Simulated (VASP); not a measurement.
# Re (P6_3/mmc) in VASP: single point with PBEsol

Aim: the single point of Re with PBEsol.

All numbers are computed with VASP 6.6.1; they aren't measurements. Logs are shortened: lines on timing, memory, paths and dates and some standing lists are left out, and cuts for length are marked.

## Step 1: The cell of the first run

It takes space group P6_3/mmc (No. 194, hexagonal). Conventional cell: a = 2.775 Å, b = 2.775 Å, c = 4.484 Å, α = 90.00°, β = 90.00°, γ = 120.00°. Re (site symmetry -6m2) has 12 Re at 2.76 to 2.77 Å within 3.6 Å.

## Step 2: Single point, PBEsol

POSCAR

```
Re
1.0
    2.7748870729      0.0000000000      0.0000000000
   -1.3874435364      2.4031226978      0.0000000000
    0.0000000000      0.0000000000      4.4841279623
Re
2
Direct
    0.3333333333      0.6666666667      0.2500000000
    0.6666666667      0.3333333333      0.7500000000
```

INCAR.step1

```
PREC     = Accurate       # precision mode
ENCUT    = 520            # plane-wave cutoff, eV
EDIFF    = 1E-7           # SCF threshold, eV
ISMEAR   = 0              # smearing method
SIGMA    = 0.1            # smearing width, eV
LREAL    = F              # projectors in reciprocal space
LASPH    = T              # aspherical terms in the spheres
NELM     = 60             # most SCF steps
ALGO     = Normal         # electronic algorithm
ISIF     = 2              # what is computed and relaxed
LWAVE    = F              # write WAVECAR
LCHARG   = T              # write CHGCAR
LMAXMIX  = 4              # l up to which the mixer works
GGA      = PS             # functional
NBANDS   = 14             # bands
```

KPOINTS.step1

```
Automatic mesh
0
Gamma
  18 18 10
```

INCAR.step2

```
PREC     = Accurate       # precision mode
ENCUT    = 520            # plane-wave cutoff, eV
EDIFF    = 1E-7           # SCF threshold, eV
ISMEAR   = -5             # smearing method
SIGMA    = 0.1            # smearing width, eV
LREAL    = F              # projectors in reciprocal space
LASPH    = T              # aspherical terms in the spheres
NELM     = 60             # most SCF steps
ALGO     = Normal         # electronic algorithm
ISIF     = 2              # what is computed and relaxed
LWAVE    = F              # write WAVECAR
LCHARG   = F              # write CHGCAR
LMAXMIX  = 4              # l up to which the mixer works
GGA      = PS             # functional
LORBIT   = 11             # projections on sites
NBANDS   = 14             # bands
NEDOS    = 2001           # points of the DOS
ICHARG   = 11             # starting density
```

KPOINTS.step2

```
Automatic mesh
0
Gamma
  27 27 15
```

Potentials or basis: VASP PAW PBE potentials, release 64 (Re).

On the command line:

```console
$ cat potpaw_PBE.64/Re/POTCAR > POTCAR
$ cp INCAR.step1 INCAR
$ cp KPOINTS.step1 KPOINTS
$ mpirun -np 1 vasp_std > vasp.out
$ cp INCAR.step2 INCAR
$ cp KPOINTS.step2 KPOINTS
$ mpirun -np 1 vasp_std > vasp.out
```

OUTCAR:

```text
PREC = Accurate
   ENCUT = 520
   EDIFF = 1E-7
   ISMEAR = -5
   LREAL = F
   LASPH = T
   NELM = 60
   ISIF = 2
   GGA = PS
   LORBIT = 11
   ICHARG = 11

 ion  position               nearest neighbor table
   1  0.333  0.667  0.250-   2 2.76   2 2.76   2 2.76   2 2.76   2 2.76   2 2.76
   2  0.667  0.333  0.750-   1 2.76   1 2.76   1 2.76   1 2.76   1 2.76   1 2.76

  LATTYP: Found a hexagonal cell.
 ALAT       =     2.7748870729
 C/A-ratio  =     1.6159677293

  Lattice vectors:

 A1 = (   2.7748870729,   0.0000000000,   0.0000000000)
 A2 = (  -1.3874435364,   2.4031226978,   0.0000000000)
 A3 = (   0.0000000000,   0.0000000000,   4.4841279623)

Analysis of symmetry for initial positions (statically):
=====================================================================
 Subroutine PRICEL returns:
 Original cell was already a primitive cell.

 Routine SETGRP: Setting up the symmetry group for a
 hexagonal supercell.

 Subroutine GETGRP returns: Found 24 space group operations
 (whereof 12 operations were pure point group operations)
 out of a pool of 24 trial point group operations.

The static configuration has the point symmetry D_3d.
 The point group associated with its full space group is D_6h.

Analysis of symmetry for dynamics (positions and initial velocities):
=====================================================================
 Subroutine PRICEL returns:
 Original cell was already a primitive cell.

 Routine SETGRP: Setting up the symmetry group for a
 hexagonal supercell.

 Subroutine GETGRP returns: Found 24 space group operations
 (whereof 12 operations were pure point group operations)
 out of a pool of 24 trial point group operations.

The dynamic configuration has the point symmetry D_3d.
 The point group associated with its full space group is D_6h.

 Subroutine INISYM returns: Found 24 space group operations
 (whereof 12 operations are pure point group operations),
 and found     1 'primitive' translations

----------------------------------------------------------------------------------------

                                     Primitive cell

  volume of cell :      29.9019

  direct lattice vectors                    reciprocal lattice vectors
     2.774887073  0.000000000  0.000000000     0.360375026  0.208062618  0.000000000
    -1.387443536  2.403122698  0.000000000     0.000000000  0.416125236  0.000000000
     0.000000000  0.000000000  4.484127962     0.000000000  0.000000000  0.223008801

  length of vectors
     2.774887073  2.774887073  4.484127962     0.416125236  0.416125236  0.223008801

  position of ions in fractional coordinates (direct lattice)
     0.333333333  0.666666667  0.250000000
     0.666666667  0.333333333  0.750000000

  ion indices of the primitive-cell ions
   primitive index   ion index
                 1           1
                 2           2

----------------------------------------------------------------------------------------

 KPOINTS: Automatic mesh

Automatic generation of k-mesh.
 Grid dimensions read from file:
 generate k-points for:   27   27   15

 Generating k-lattice:

  Cartesian coordinates                     Fractional coordinates (reciprocal lattice)
     0.013347223  0.007706023  0.000000000     0.037037037  0.000000000  0.000000000
     0.000000000  0.015412046  0.000000000     0.000000000  0.037037037  0.000000000
     0.000000000  0.000000000  0.014867253     0.000000000  0.000000000  0.066666667

  Length of vectors
     0.015412046  0.015412046  0.014867253

  Shift w.r.t. Gamma in fractional coordinates (k-lattice)
     0.000000000  0.000000000  0.000000000

 TETIRR: Found  10722 inequivalent tetrahedra from    65610

 Subroutine IBZKPT returns following result:
 ===========================================

 Found    600 irreducible k-points:

 Following reciprocal coordinates:
            Coordinates               Weight
  0.000000  0.000000  0.000000      1.000000
  0.037037  0.000000  0.000000      6.000000
  0.074074  0.000000  0.000000      6.000000
  0.111111  0.000000  0.000000      6.000000
  0.148148  0.000000  0.000000      6.000000
  0.185185  0.000000  0.000000      6.000000
[... 16 lines left out ...]
  0.333333  0.037037  0.000000     12.000000
  0.370370  0.037037  0.000000     12.000000
 [... further k-points ...]
   k-points           NKPTS =    600   k-points in BZ     NKDIM =    600   number of bands    NBANDS=     14
   number of dos      NEDOS =   2001   number of ions     NIONS =      2
   total plane-waves  NPLWV =  20736
   dimension x,y,z NGX =    24 NGY =   24 NGZ =   36
   dimension x,y,z NGXF=    48 NGYF=   48 NGZF=   72
   ions per type =               2
   NGX,Y,Z   is equivalent  to a cutoff of  14.38, 14.38, 13.35 a.u.
   NGXF,Y,Z  is equivalent  to a cutoff of  28.76, 28.76, 26.69 a.u.
 SYSTEM =  unknown system
   PREC   = accura    normal or accurate (medium, high low for compatibility)
   ISTART =      0    job   : 0-new  1-cont  2-samecut
   ICHARG =     11    charge: 1-file 2-atom 10-const
   ISPIN  =      1    spin polarized calculation?
   LNONCOLLINEAR =      F non collinear calculations
   LSORBIT =      F    spin-orbit coupling
   LASPH  =      T    aspherical Exc in radial PAW
   ENCUT  =  520.0 eV  38.22 Ry    6.18 a.u.   5.16  5.16  8.34*2*pi/ulx,y,z
   NELM   =     60;   NELMIN=  2; NELMDL=  0     # of ELM steps
   EDIFF  = 0.1E-06   stopping-criterion for ELM
   LREAL  =      F    real-space projection
   EDIFFG = 0.1E-05   stopping-criterion for IOM
   NSW    =      0    number of steps for IOM
   IBRION =     -1    ionic relax: 0-MD 1-quasi-New 2-CG
   NFREE  =      0    steps in history (QN), initial steepest desc. (CG)
   ISIF   =      2    stress and relaxation
   ISYM   =      2    0-nonsym 1-usesym 2-fastsym
   POTIM  = 0.5000    time-step for ionic-motion
   TEBEG  =    0.0;   TEEND  =   0.0 temperature during run
   PSTRESS=    0.0 pullay stress
   NELECT =      14.0000    total number of electrons
   NUPDOWN=      -1.0000    fix difference up-down
   EMIN   =  10.00;   EMAX   =-10.00  energy-range for DOS
   EFERMI =   0.00;   METHOD = LEGACY
   ISMEAR =    -5;   SIGMA  =   0.10  broadening in eV -4-tet -1-fermi 0-gaus
   EFERMI_NEDOS =   21; number of points for ismear=-14 and -15
   IALGO  =     38    algorithm
   IMIX   =      4    mixing-type and parameters
     AMIX     =   0.40;   BMIX     =  1.00
     AMIX_MAG =   1.60;   BMIX_MAG =  1.00
  volume/ion in A,a.u.               =      14.95       100.89
  Fermi-wavevector in a.u.,A,eV,Ry     =   1.271211  2.402241 21.986719  1.615978
  Thomas-Fermi vector in A             =   2.404157
   LORBIT       =     11    0 simple, 1 ext, 2 COOP (PROOUT), +10 PAW based schemes
   GGA     = PS    functional components
   LHFCALC =     F    Hartree Fock is set to
   AEXX    =    0.0000 exact exchange contribution
   IVDW    =     0    specifies the selected vdW correction
   LEPSILON=     F    determine dielectric tensor
   LRPA    =     F    only Hartree local field effects (RPA)
 non-spin polarized calculation
 Fermi weights with tetrahedron method with Bloechl corrections
  energy-cutoff  :      520.00
  volume of cell :       29.90
 maximum number of plane-waves:       817
 NGX is ok and might be reduce to    24

 number of electron      14.0000000 magnetization

 Free energy of the ion-electron system (eV)
  ---------------------------------------------------
  ext. energy  EPLUGINS =         0.00000000
  ---------------------------------------------------
  free energy    TOTEN  =       -26.71239038 eV

  energy without entropy =      -26.71239038  energy(sigma->0) =      -26.71239038

 E-fermi :   7.5082     XC(G=0): -13.7326

 val. band max:        7.5490226926   @ k =   0.4074   0.1111   0.3333
 cond. band min:       7.4350164665   @ k =   0.1481   0.0741   0.0000
 fundamental gap:     -0.1140062261
 Fermi energy:         7.5081641944

 k-point     1 :       0.0000    0.0000    0.0000
  band No.  band energies     occupation
      1      -2.2659      2.00000
      2       0.9960      2.00000
      3       5.9687      2.00000
      4       5.9784      2.00000
      5       5.9784      2.00000
      6       6.7942      2.00000
      7       6.7942      2.00000
      8       7.7116      0.00000
      9       7.7116      0.00000
     10       8.0945      0.00000
     11      10.8170      0.00000
     12      10.8170      0.00000
     13      17.2961      0.00000
     14      21.6749      0.00000

 k-point     2 :       0.0370    0.0000    0.0000
  band No.  band energies     occupation
      1      -2.2102      2.00000
      2       1.0488      2.00000
      3       5.7430      2.00000
      4       6.0290      2.00000
      5       6.1851      2.00000
      6       6.7529      2.00000
      7       6.8420      2.00000
      8       7.6216      0.37234
      9       7.6677      0.00000
     10       7.9103      0.00000
     11      10.8469      0.00000
     12      11.0942      0.00000
     13      17.2936      0.00000
     14      21.7993      0.00000
[... 343 lines left out ...]
      1       1.1685      2.00000
      2       2.1636      2.00000
      3       3.0446      2.00000
      4       4.9317      2.00000
      5       5.8824      2.00000
      6       6.2800      2.00000
      7       6.4747      2.00000
      8       9.7121      0.00000
      9       9.9505      0.00000
     10      10.6145      0.00000
     11      11.6712      0.00000
     12      16.5107      0.00000
     13      18.2680      0.00000
     14      18.9261      0.00000

 k-point    24 :       0.3704    0.0370    0.0000
  band No.  band energies     occupation
      1       1.4455      2.00000
      2       2.0114      2.00000
      3       2.7571      2.00000
      4       5.1703      2.00000
      5       5.7648      2.00000
      6       6.3392      2.00000
      7       6.5745      2.00000
      8      10.4526      0.00000
      9      10.5284      0.00000
     10      11.2853      0.00000
     11      11.7097      0.00000
     12      16.6190      0.00000
     13      17.6648      0.00000
     14      18.9282      0.00000

 [... further k-points ...]

------------------------ aborting loop because EDIFF is reached ----------------------------------------

  FORCE on cell =-STRESS in cart. coord.  units (eV):
  Direction    XX          YY          ZZ          XY          YZ          ZX
  --------------------------------------------------------------------------------------
  -------------------------------------------------------------------------------------
  Total       -1.9006722     -1.9006722     -1.9114320     -0.0000000      0.0000000      0.0000000
  in kB     -101.8400346   -101.8400346   -102.4165564     -0.0000000      0.0000000      0.0000000
  external PRESSURE =    -102.0322086 kB  Pullay stress =       0.0000000 kB

 VOLUME and BASIS-vectors are now :
 -----------------------------------------------------------------------------
  energy-cutoff  :      520.00
  volume of cell :       29.90
      direct lattice vectors                 reciprocal lattice vectors
     2.774887073  0.000000000  0.000000000     0.360375026  0.208062618  0.000000000
    -1.387443536  2.403122698  0.000000000     0.000000000  0.416125236  0.000000000
     0.000000000  0.000000000  4.484127962     0.000000000  0.000000000  0.223008801

 POSITION                                       TOTAL-FORCE (eV/Angst)
 -----------------------------------------------------------------------------------
     -0.00000      1.60208      1.12103        -0.000000     -0.000000      0.000000
      1.38744      0.80104      3.36310         0.000000      0.000000      0.000000
 -----------------------------------------------------------------------------------
    total drift:                               -0.000000      0.000000     -0.000000

  FREE ENERGIE OF THE ION-ELECTRON SYSTEM (eV)
  ---------------------------------------------------
  free  energy   TOTEN  =       -26.7123903820 eV

  energy  without entropy=      -26.7123903820  energy(sigma->0) =      -26.71239038

 total charge

# of ion       s       p       d       tot
------------------------------------------
    1        0.617   0.661   4.826   6.104
    2        0.617   0.661   4.826   6.104
--------------------------------------------------
tot          1.234   1.322   9.651  12.207
```

It took 7 min on 1 thread of Intel Xeon 8259CL, shared host; peak memory 0.34 GiB.

What came out:

```yaml
Valence_electrons_inside_the_program's_atomic_spheres: Re 6.10
```

Levels at points of the mesh, in eV from the Fermi level:
| k point | band 4 | band 5 | band 6 | band 7 | band 8 | band 9 | band 10 | band 11 |
| --- | --- | --- | --- | --- | --- | --- | --- | --- |
| (0.00, 0.00, 0.00) | -1.53 | -1.53 | -0.71 | -0.71 | 0.20 | 0.20 | 0.59 | 3.31 |

Caveat: the PAW data sets were made with another functional, which shifts forces and pressure a little; spin-orbit coupling is left out, which moves the levels of the heavy elements; tetrahedron occupations give inexact forces and stress in metals.
